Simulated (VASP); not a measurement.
Input of a VASP 6.6.1 run:

The input INCAR:

```
ALGO = Normal ; EDIFF = 1E-6
ENCUT = 520 ; GGA = PE
ISIF = 2 ; ISMEAR = -1
LASPH = True ; LCHARG = False
LREAL = False ; LWAVE = False
NBANDS = 20 ; NELM = 100
PREC = Accurate ; SIGMA = 0.1
```

KPOINTS

```
k-points
0
Gamma
  6 6 3
```

Contents of POSCAR:

```
Tl
1.0
    3.4560000000      0.0000000000      0.0000000000
   -1.7280000000      2.9929837955      0.0000000000
    0.0000000000      0.0000000000      5.5250000000
Tl
2
Direct
    0.3333333333      0.6666666667      0.2500000000
    0.6666666667      0.3333333333      0.7500000000
```

Potentials or basis: VASP PAW PBE potentials, release 64 (Tl_d).

Launch:

```bash
$ cat potpaw_PBE.64/Tl_d/POTCAR > POTCAR
$ mpirun -np 1 vasp_std > vasp.out
```

**Question.** Estimate the pressure.

**Answer.** 3.1 GPa.

**Question.** Predict the band gap on the k mesh.

**Answer.** Zero (band 13 reaches 7.69 eV, above the bottom of band 14 at 5.24 eV).

Stress tensor (GPa, compression positive):
```
3.80 0.00 0.00
0.00 3.80 0.00
0.00 0.00 1.77
```

Caveat: the k points lie up to 0.38 Å⁻¹ apart; spin-orbit coupling is left out, which moves the levels of the heavy elements.
